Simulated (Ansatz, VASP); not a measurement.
One calculation of Sr, two programs

INCAR

```
  ALGO = Normal
  EDIFF = 1E-6
  ENCUT = 520
  GGA = PE
  ISIF = 2
  ISMEAR = 0
  LASPH = True
  LCHARG = True
  LELF = True
  LREAL = False
  LVHAR = True
  LWAVE = False
  NBANDS = 11
  NELM = 100
  PREC = Accurate
  SIGMA = 0.1
```

The input KPOINTS:

```
k-points
0
Gamma
  8 8 8
```

The input POSCAR:

```
Sr
1.0
   -2.4350000000      2.4350000000      2.4350000000
    2.4350000000     -2.4350000000      2.4350000000
    2.4350000000      2.4350000000     -2.4350000000
Sr
1
Direct
    0.0000000000      0.0000000000      0.0000000000
```

Contents of input.yaml:

```yaml
crystal:
  lattice:
    - [-2.435, 2.435, 2.435]
    - [2.435, -2.435, 2.435]
    - [2.435, 2.435, -2.435]
  atoms:
    - { symbol: Sr, position: [0.0, 0.0, 0.0] }
kpoints:
  mp_grid: { grid: [8, 8, 8] }
scf:
  occupations: { method: gaussian, width: 0.1 }
hamiltonian:
  xc: pbe
  pseudopotentials: { kind: all_electron, lapw: { basis_error: 0.001 } }
output:
  forces: true
  stress: true
  eigenvalues: true
```

Alike in both runs: task single point; functional PBE; k mesh 8 × 8 × 8; occupations gaussian, width 0.1 eV; no spin polarisation.

```csv
,VASP,Ansatz
version,VASP 6.6.1,Ansatz 0.2.0
potentials or method,"VASP PAW PBE potentials, release 64 (Sr_sv), cutoff 520 eV","all-electron LAPW, scalar-relativistic"
```

|  | VASP | Ansatz | Ansatz less VASP |
| --- | --- | --- | --- |
| gap on the k mesh at the Fermi level (eV) | none | none | - |
| pressure (GPa) | -0.7 | -0.7 | -0.01 |

A gap of «none» marks a metal or a gap that the smearing closes. Ansatz ran all-electron here, and VASP with PAW potentials.
